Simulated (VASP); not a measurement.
Input of a VASP 6.6.1 run:

INCAR

```
ALGO     = Normal         # electronic algorithm
EDIFF    = 1E-6           # SCF threshold, eV
ENCUT    = 520            # plane-wave cutoff, eV
GGA      = PS             # functional
ISIF     = 2              # what is computed and relaxed
ISMEAR   = -1             # smearing method
ISPIN    = 2              # spin polarisation
LASPH    = T              # aspherical terms in the spheres
LCHARG   = T              # write CHGCAR
LELF     = T              # ELF
LORBIT   = 11             # projections on sites
LREAL    = Auto         
LVHAR    = T            
LWAVE    = F              # write WAVECAR
MAGMOM   = 0.143 0.143 0.143 0.143 0 0.143 0 0.143 0 0 0 0 0 0 0.143 # initial moments
NBANDS   = 46             # bands
NELECT   = 55.0         
NELM     = 150            # most SCF steps
PREC     = Accurate       # precision mode
SIGMA    = 0.05           # smearing width, eV
```

File KPOINTS:

```
Automatic mesh
0
Gamma
  2 2 2
  0.5 0.5 0.5
```

POSCAR

```
Be8SbS6
1.0
    0.0000000000      4.8379960000      4.8379960000
    4.8379960000      0.0000000000      4.8379960000
    4.8379960000      4.8379960000      0.0000000000
Be S Sb
8 6 1
Direct
    0.9956230000      0.9943650000      0.0065820000
    0.5000340000      0.4959370000      0.5030620000
    0.9997410000      0.0144290000      0.5084830000
    0.4938770000      0.5040310000      0.0007210000
    0.9994250000      0.5018600000      0.0007300000
    0.5040390000      0.9885300000      0.5048520000
    0.5004740000      0.9899660000      0.0059770000
    0.0097830000      0.5083120000      0.4896630000
    0.1102170000      0.1284970000      0.1195130000
    0.6254880000      0.6268710000      0.1255940000
    0.1254130000      0.6241830000      0.1145560000
    0.6291560000      0.1230770000      0.6182280000
    0.6254120000      0.1322080000      0.1126600000
    0.1223310000      0.6262580000      0.6273920000
    0.6364210000      0.6264960000      0.6127300000
```

Potentials or basis: VASP PAW PBE potentials, release 64 (Be, S, Sb).

Run with:

```bash
$ cat potpaw_PBE.64/Be/POTCAR potpaw_PBE.64/S/POTCAR potpaw_PBE.64/Sb/POTCAR > POTCAR
$ mpirun -np 1 vasp_std > vasp.out
```

Question: Predict the largest force.

Answer: 5.161 eV/Å.

Question: Estimate the net moment.

Answer: 0.00 μB per cell.

Forces on the atoms (eV/Å):
```
Be   0.791  0.562 -0.680
Be  -2.178 -2.321 -2.638
Be  -1.565 -1.101 -0.907
Be   1.798  1.940 -1.781
Be  -0.482 -0.316 -0.517
Be   2.290 -2.415  3.945
Be   0.321 -0.845  0.140
Be  -1.512  1.499  2.903
S    0.138  1.096  0.838
S   -0.178  0.008 -0.109
S    0.218  0.398  0.257
S    0.670  0.221 -0.273
S    0.125  0.019 -0.497
S    0.123  0.179  0.586
Sb  -0.560  1.078 -1.269
```

Caveat: the k points lie up to 0.56 Å⁻¹ apart; the cell carries a net charge on a neutralising background, which shifts energy and pressure; the PAW data sets were made with another functional, which shifts forces and pressure a little.
